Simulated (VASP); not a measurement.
Write the native input for VASP 6.6.1 that does the following.

```yaml
Task: relaxation of cell and atoms
Functional: PBE
Potentials_or_basis: VASP PAW PBE potentials, release 64 (Al, Te, Ga_d)
Cutoff: 600 eV
k_mesh: 5 × 5 × 5
Occupations: fermi-dirac, width 0.1 eV
Spin: no spin polarisation
Dipole_correction: no
Further_INCAR_settings: ALGO = Normal; EDIFF = 1e-06; IBRION = 2; EDIFFG = -0.01; NSW = 60; ISIF = 3
```

The structure of Al2GaTe4 lies in POSCAR:

```
Al2GaTe4
1.0
    0.0000000000      6.0093380000      0.0000000000
    6.0093380000      0.0000000000      0.0000000000
    3.0046690000      3.0046690000     -6.0603830000
Al Te Ga
2 4 1
Direct
    0.7500000000      0.2500000000      0.5000000000
    0.5000000000      0.5000000000      0.0000000000
    0.3750000000      0.3750000000      0.7500000000
    0.6250000000      0.1250000000      0.2500000000
    0.8750000000      0.8750000000      0.7500000000
    0.1250000000      0.6250000000      0.2500000000
    0.0000000000      0.0000000000      0.0000000000
```

These files were run (other wordings do the same):

INCAR

```
SYSTEM = Al2GaTe4
PREC     = Accurate       ! precision mode
ENCUT    = 600            ! plane-wave cutoff, eV
EDIFF    = 1E-6           ! SCF threshold, eV
ISMEAR   = -1             ! smearing method
SIGMA    = 0.1            ! smearing width, eV
LREAL    = .False.        ! projectors in reciprocal space
LASPH    = .True.         ! aspherical terms in the spheres
NELM     = 100            ! most SCF steps
ALGO     = Normal         ! electronic algorithm
ISIF     = 3              ! what is computed and relaxed
LWAVE    = .False.        ! write WAVECAR
LCHARG   = .False.        ! write CHGCAR
GGA      = PE             ! functional
IBRION   = 2              ! ionic algorithm
NSW      = 60             ! ionic steps
EDIFFG   = -0.01          ! ionic threshold
```

KPOINTS

```
regular mesh
0
Gamma
  5 5 5
  0 0 0
```

Potentials or basis: VASP PAW PBE potentials, release 64 (Al, Te, Ga_d).

Command:

```console
$ cat potpaw_PBE.64/Al/POTCAR potpaw_PBE.64/Te/POTCAR potpaw_PBE.64/Ga_d/POTCAR > POTCAR
$ mpirun -np 1 vasp_std > vasp.out
```

Results of the run:

* Relaxed volume: 33.83 Å³/atom
* Relaxed cell: a = 6.351 Å, b = 6.351 Å, c = 7.391 Å, α = 64.55°, β = 64.55°, γ = 90.00°
* Space group after relaxing (to 0.1 Å): I-4 (No. 82)
* Energy gained by relaxing: 95.2 meV/atom
* Ionic steps: 20
* Pressure after relaxing: 0.0 GPa
* Largest force after relaxing: 0.010 eV/Å
* Band gap on the k mesh: zero (an odd number of electrons rules out a gap without spin polarisation)

Caveat: spin-orbit coupling is left out, which moves the levels of the heavy elements; an odd number of electrons without spin polarisation forces a metal; a magnetic or distorted state may lie lower.

Run time: 39 min on 1 thread of AMD EPYC 9755 128-Core Processor (shared host), peak memory 0.47 GiB.
